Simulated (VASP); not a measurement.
# Ta (P6_3/mmc) in VASP: notebook

Aim: see how the results for Ta move with the level of theory and the settings. Levels: PBEsol+D3(BJ), BLYP+D3(BJ), PBEsol. Tasks: single point, relaxation of cell and atoms.

Everything below comes from runs of VASP 6.6.1. Logs are shortened: lines on timing, memory, paths and dates and some standing lists are left out, and cuts for length are marked.

## Step 1: The cell of the first run

The structure is hexagonal, space group P6_3/mmc (No. 194). The conventional cell has a = 2.837 Å, b = 2.837 Å, c = 5.038 Å, α = 90.00°, β = 90.00°, γ = 120.00°. Within 3.7 Å of Ta (site symmetry -6m2) lie 12 Ta at 2.84 to 3.00 Å.

## Step 2: Single point, PBEsol+D3(BJ)

The input, INCAR:

```
SYSTEM = Ta
  PREC = Accurate
  ENCUT = 520
  EDIFF = 1E-6
  ISMEAR = 0
  SIGMA = 0.1
  LREAL = .False.
  LASPH = .True.
  NELM = 60
  ALGO = Normal
  ISIF = 2
  LWAVE = .False.
  LCHARG = .False.
  GGA = PS
  IVDW = 12
  NBANDS = 18
```

The input, KPOINTS:

```
regular mesh
0
Gamma
  11 11 6
  0 0 0
```

The input, POSCAR:

```
Ta
1.0
    2.8368340013      0.0000000000      0.0000000000
   -1.4184170007      2.4567703115      0.0000000000
    0.0000000000      0.0000000000      5.0375838255
Ta
2
Direct
    0.6666666667      0.3333333333      0.7500000000
    0.3333333333      0.6666666667      0.2500000000
```

Potentials or basis: VASP PAW PBE potentials, release 64 (Ta_pv).

Command:

```
$ cat potpaw_PBE.64/Ta_pv/POTCAR > POTCAR
$ mpirun -np 1 vasp_std > vasp.out
```

OUTCAR:

```text
SYSTEM = Ta
   PREC = Accurate
   ENCUT = 520
   EDIFF = 1E-6
   ISMEAR = 0
   LREAL = .False.
   LASPH = .True.
   NELM = 60
   ISIF = 2
   GGA = PS
   IVDW = 12
 IVDW          = 12

 ion  position               nearest neighbor table
   1  0.667  0.333  0.750-   2 3.00   2 3.00   2 3.00   2 3.00   2 3.00   2 3.00
   2  0.333  0.667  0.250-   1 3.00   1 3.00   1 3.00   1 3.00   1 3.00   1 3.00

  LATTYP: Found a hexagonal cell.
 ALAT       =     2.8368340013
 C/A-ratio  =     1.7757767367

  Lattice vectors:

 A1 = (   2.8368340013,   0.0000000000,   0.0000000000)
 A2 = (  -1.4184170007,   2.4567703115,   0.0000000000)
 A3 = (   0.0000000000,   0.0000000000,   5.0375838255)

Analysis of symmetry for initial positions (statically):
=====================================================================
 Subroutine PRICEL returns:
 Original cell was already a primitive cell.

 Routine SETGRP: Setting up the symmetry group for a
 hexagonal supercell.

 Subroutine GETGRP returns: Found 24 space group operations
 (whereof 12 operations were pure point group operations)
 out of a pool of 24 trial point group operations.

The static configuration has the point symmetry D_3d.
 The point group associated with its full space group is D_6h.

Analysis of symmetry for dynamics (positions and initial velocities):
=====================================================================
 Subroutine PRICEL returns:
 Original cell was already a primitive cell.

 Routine SETGRP: Setting up the symmetry group for a
 hexagonal supercell.

 Subroutine GETGRP returns: Found 24 space group operations
 (whereof 12 operations were pure point group operations)
 out of a pool of 24 trial point group operations.

The dynamic configuration has the point symmetry D_3d.
 The point group associated with its full space group is D_6h.

 Subroutine INISYM returns: Found 24 space group operations
 (whereof 12 operations are pure point group operations),
 and found     1 'primitive' translations

----------------------------------------------------------------------------------------

                                     Primitive cell

  volume of cell :      35.1092

  direct lattice vectors                    reciprocal lattice vectors
     2.836834001  0.000000000  0.000000000     0.352505645  0.203519229  0.000000000
    -1.418417001  2.456770312  0.000000000     0.000000000  0.407038458  0.000000000
     0.000000000  0.000000000  5.037583825     0.000000000  0.000000000  0.198507863

  length of vectors
     2.836834001  2.836834001  5.037583825     0.407038458  0.407038458  0.198507863

  position of ions in fractional coordinates (direct lattice)
     0.666666667  0.333333333  0.750000000
     0.333333333  0.666666667  0.250000000

  ion indices of the primitive-cell ions
   primitive index   ion index
                 1           1
                 2           2

----------------------------------------------------------------------------------------

 KPOINTS: regular mesh

Automatic generation of k-mesh.
 Grid dimensions read from file:
 generate k-points for:   11   11    6

 Generating k-lattice:

  Cartesian coordinates                     Fractional coordinates (reciprocal lattice)
     0.032045968  0.018501748  0.000000000     0.090909091 -0.000000000  0.000000000
     0.000000000  0.037003496  0.000000000     0.000000000  0.090909091  0.000000000
     0.000000000  0.000000000  0.033084644     0.000000000  0.000000000  0.166666667

  Length of vectors
     0.037003496  0.037003496  0.033084644

  Shift w.r.t. Gamma in fractional coordinates (k-lattice)
     0.000000000  0.000000000  0.000000000

 Subroutine IBZKPT returns following result:
 ===========================================

 Found     64 irreducible k-points:

 Following reciprocal coordinates:
            Coordinates               Weight
  0.000000  0.000000  0.000000      1.000000
  0.090909  0.000000  0.000000      6.000000
  0.181818 -0.000000  0.000000      6.000000
  0.272727  0.000000  0.000000      6.000000
  0.363636 -0.000000  0.000000      6.000000
  0.454545  0.000000  0.000000      6.000000
[... 16 lines left out ...]
  0.090909  0.090909  0.166667     12.000000
  0.181818  0.090909  0.166667     24.000000
 [... further k-points ...]
   k-points           NKPTS =     64   k-points in BZ     NKDIM =     64   number of bands    NBANDS=     18
   number of dos      NEDOS =    301   number of ions     NIONS =      2
   total plane-waves  NPLWV =  23040
   dimension x,y,z NGX =    24 NGY =   24 NGZ =   40
   dimension x,y,z NGXF=    48 NGYF=   48 NGZF=   80
   ions per type =               2
   NGX,Y,Z   is equivalent  to a cutoff of  14.06, 14.06, 13.20 a.u.
   NGXF,Y,Z  is equivalent  to a cutoff of  28.13, 28.13, 26.40 a.u.
 SYSTEM =  Ta
   PREC   = accura    normal or accurate (medium, high low for compatibility)
   ISTART =      0    job   : 0-new  1-cont  2-samecut
   ICHARG =      2    charge: 1-file 2-atom 10-const
   ISPIN  =      1    spin polarized calculation?
   LNONCOLLINEAR =      F non collinear calculations
   LSORBIT =      F    spin-orbit coupling
   LASPH  =      T    aspherical Exc in radial PAW
   ENCUT  =  520.0 eV  38.22 Ry    6.18 a.u.   5.27  5.27  9.37*2*pi/ulx,y,z
   NELM   =     60;   NELMIN=  2; NELMDL= -5     # of ELM steps
   EDIFF  = 0.1E-05   stopping-criterion for ELM
   LREAL  =      F    real-space projection
   EDIFFG = 0.1E-04   stopping-criterion for IOM
   NSW    =      0    number of steps for IOM
   IBRION =     -1    ionic relax: 0-MD 1-quasi-New 2-CG
   NFREE  =      0    steps in history (QN), initial steepest desc. (CG)
   ISIF   =      2    stress and relaxation
   ISYM   =      2    0-nonsym 1-usesym 2-fastsym
   POTIM  = 0.5000    time-step for ionic-motion
   TEBEG  =    0.0;   TEEND  =   0.0 temperature during run
   PSTRESS=    0.0 pullay stress
   NELECT =      22.0000    total number of electrons
   NUPDOWN=      -1.0000    fix difference up-down
   EMIN   =  10.00;   EMAX   =-10.00  energy-range for DOS
   EFERMI =   0.00;   METHOD = LEGACY
   ISMEAR =     0;   SIGMA  =   0.10  broadening in eV -4-tet -1-fermi 0-gaus
   EFERMI_NEDOS =   21; number of points for ismear=-14 and -15
   IALGO  =     38    algorithm
   IMIX   =      4    mixing-type and parameters
     AMIX     =   0.40;   BMIX     =  1.00
     AMIX_MAG =   1.60;   BMIX_MAG =  1.00
  volume/ion in A,a.u.               =      17.55       118.46
  Fermi-wavevector in a.u.,A,eV,Ry     =   1.400905  2.647327 26.701922  1.962536
  Thomas-Fermi vector in A             =   2.523820
   LORBIT       =      0    0 simple, 1 ext, 2 COOP (PROOUT), +10 PAW based schemes
   GGA     = PS    functional components
   LHFCALC =     F    Hartree Fock is set to
   AEXX    =    0.0000 exact exchange contribution
   IVDW    =    12    specifies the selected vdW correction
   LEPSILON=     F    determine dielectric tensor
   LRPA    =     F    only Hartree local field effects (RPA)
 non-spin polarized calculation
 Gauss-broadening in eV      SIGMA  =   0.10
  energy-cutoff  :      520.00
  volume of cell :       35.11
 maximum number of plane-waves:       958
 NGX is ok and might be reduce to    24
   NGX = 11   NGY = 11   NGZ = 19

 number of electron      21.9999996 magnetization

 Free energy of the ion-electron system (eV)
  ---------------------------------------------------
  ext. energy  EPLUGINS =         0.00000000
  ---------------------------------------------------
  free energy    TOTEN  =       -24.50492836 eV

  energy without entropy =      -24.49677183  energy(sigma->0) =      -24.50085009

 E-fermi :   5.9548     XC(G=0): -12.8493

 val. band max:        5.9403433033   @ k =   0.0909   0.0909   0.1667
 cond. band min:       5.9550969793   @ k =   0.1818   0.1818   0.0000
 fundamental gap:      0.0147536759
 Fermi energy:         5.9547899868

 k-point     1 :       0.0000    0.0000    0.0000
  band No.  band energies     occupation
      1     -28.5443      2.00000
      2     -27.4997      2.00000
      3     -27.3768      2.00000
      4     -27.3768      2.00000
      5     -27.2721      2.00000
      6     -27.2721      2.00000
[... 10 lines left out ...]
     17      11.4989      0.00000
     18      11.4989      0.00000

 k-point     2 :       0.0909    0.0000    0.0000
  band No.  band energies     occupation
      1     -28.5111      2.00000
      2     -27.5038      2.00000
      3     -27.4831      2.00000
      4     -27.4056      2.00000
      5     -27.3808      2.00000
      6     -27.2911      2.00000
[... 10 lines left out ...]
     17      11.6453      0.00000
     18      12.2249      0.00000

 k-point     3 :       0.1818   -0.0000    0.0000
  band No.  band energies     occupation
      1     -28.4179      2.00000
      2     -27.7641      2.00000
      3     -27.6613      2.00000
      4     -27.5186      2.00000
      5     -27.4803      2.00000
      6     -27.3434      2.00000
[... 10 lines left out ...]
     17      11.8730      0.00000
     18      13.6628      0.00000

 k-point     4 :       0.2727    0.0000    0.0000
  band No.  band energies     occupation
      1     -28.2824      2.00000
      2     -28.1224      2.00000
      3     -28.0073      2.00000
      4     -27.5743      2.00000
      5     -27.5503      2.00000
      6     -27.4135      2.00000
[... 10 lines left out ...]
     17      11.9913      0.00000
     18      14.7350      0.00000

 k-point     5 :       0.3636   -0.0000    0.0000
  band No.  band energies     occupation
      1     -28.4409      2.00000
      2     -28.3083      2.00000
      3     -28.1340      2.00000
      4     -27.6578      2.00000
      5     -27.6024      2.00000
      6     -27.4784      2.00000
[... 10 lines left out ...]
     17      12.0084      0.00000
     18      14.4519      0.00000

 k-point     6 :       0.4545    0.0000    0.0000
  band No.  band energies     occupation
      1     -28.6251      2.00000
      2     -28.4808      2.00000
      3     -28.0200      2.00000
      4     -27.7064      2.00000
      5     -27.6587      2.00000
      6     -27.5171      2.00000
[... 10 lines left out ...]
     17      13.0002      0.00000
     18      14.4801      0.00000

 k-point     7 :       0.0909    0.0909    0.0000
  band No.  band energies     occupation
      1     -28.4479      2.00000
      2     -27.6581      2.00000
      3     -27.5948      2.00000
      4     -27.5132      2.00000
      5     -27.4422      2.00000
      6     -27.3410      2.00000
[... 10 lines left out ...]
     17      11.6798      0.00000
     18      13.3534      0.00000

 k-point     8 :       0.1818    0.0909    0.0000
  band No.  band energies     occupation
      1     -28.3332      2.00000
      2     -27.9572      2.00000
      3     -27.8894      2.00000
      4     -27.5460      2.00000
      5     -27.5367      2.00000
      6     -27.4215      2.00000
[... 10 lines left out ...]
     17      11.6923      0.00000
     18      14.9250      0.00000
[... 229 lines left out ...]
     17      11.7100      0.00000
     18      12.8593      0.00000

 k-point    20 :       0.2727    0.0000    0.1667
  band No.  band energies     occupation
      1     -28.2883      2.00000
      2     -28.0821      2.00000
      3     -28.0171      2.00000
      4     -27.5766      2.00000
      5     -27.5636      2.00000
      6     -27.4244      2.00000
[... 10 lines left out ...]
     17      11.7773      0.00000
     18      13.5366      0.00000

 k-point    21 :       0.3636   -0.0000    0.1667
  band No.  band energies     occupation
      1     -28.4653      2.00000
      2     -28.3416      2.00000
      3     -28.0595      2.00000
      4     -27.6460      2.00000
      5     -27.6175      2.00000
      6     -27.4906      2.00000
[... 10 lines left out ...]
     17      12.0483      0.00000
     18      13.7736      0.00000

 k-point    22 :       0.4545    0.0000    0.1667
  band No.  band energies     occupation
      1     -28.6383      2.00000
      2     -28.5099      2.00000
      3     -27.9707      2.00000
      4     -27.6939      2.00000
      5     -27.6621      2.00000
      6     -27.5300      2.00000
[... 10 lines left out ...]
     17      13.0441      0.00000
     18      13.7245      0.00000

 k-point    23 :       0.0909    0.0909    0.1667
  band No.  band energies     occupation
      1     -28.3945      2.00000
      2     -27.6548      2.00000
      3     -27.6465      2.00000
      4     -27.5259      2.00000
      5     -27.4331      2.00000
      6     -27.3492      2.00000
[... 10 lines left out ...]
     17      11.5544      0.00000
     18      12.7170      0.00000

 k-point    24 :       0.1818    0.0909    0.1667
  band No.  band energies     occupation
      1     -28.3049      2.00000
      2     -27.9444      2.00000
      3     -27.9019      2.00000
      4     -27.5823      2.00000
      5     -27.5237      2.00000
      6     -27.4303      2.00000
[... 10 lines left out ...]
     17      11.5085      0.00000
     18      13.5638      0.00000

 [... further k-points ...]

------------------------ aborting loop because EDIFF is reached ----------------------------------------

 Edisp (eV)   -1.49409

 E8    (eV) :    -1.1104

  FORCE on cell =-STRESS in cart. coord.  units (eV):
  Direction    XX          YY          ZZ          XY          YZ          ZX
  --------------------------------------------------------------------------------------
  -------------------------------------------------------------------------------------
  Total       0.03538     0.03538     0.02537    -0.00000     0.00000    -0.00000
  in kB       1.61438     1.61438     1.15778    -0.00000     0.00000    -0.00000
  external pressure =        1.46 kB  Pullay stress =        0.00 kB

 VOLUME and BASIS-vectors are now :
 -----------------------------------------------------------------------------
  energy-cutoff  :      520.00
  volume of cell :       35.11
      direct lattice vectors                 reciprocal lattice vectors
     2.836834001  0.000000000  0.000000000     0.352505645  0.203519229  0.000000000
    -1.418417001  2.456770312  0.000000000     0.000000000  0.407038458  0.000000000
     0.000000000  0.000000000  5.037583825     0.000000000  0.000000000  0.198507863

 POSITION                                       TOTAL-FORCE (eV/Angst)
 -----------------------------------------------------------------------------------
      1.41842      0.81892      3.77819        -0.000000     -0.000000      0.000000
     -0.00000      1.63785      1.25940         0.000000      0.000000      0.000000
 -----------------------------------------------------------------------------------
    total drift:                               -0.000000      0.000000     -0.000000

  FREE ENERGIE OF THE ION-ELECTRON SYSTEM (eV)
  ---------------------------------------------------
  free  energy   TOTEN  =       -25.9990219700 eV

  energy  without entropy=      -25.9908654405  energy(sigma->0) =      -25.99494371
```

Run time: 12 s. Hardware: 1 thread of Intel Xeon Platinum 8559C (Emerald Rapids), shared host; peak memory 0.19 GiB.

Results:

```
Free energy                : -25.9990 eV
Pressure                   : 0.1 GPa
Band gap on the k mesh     : zero (band 11 reaches 7.62 eV, above the bottom of band 12 at 5.15 eV)
Dispersion energy per atom : -0.747 eV
```

Caveat: the PAW data sets were made with another functional, which shifts forces and pressure a little; spin-orbit coupling is left out, which moves the levels of the heavy elements; pairwise dispersion overbinds metals, which lowers pressure and volume.

(Continued in part 2 of 2.)
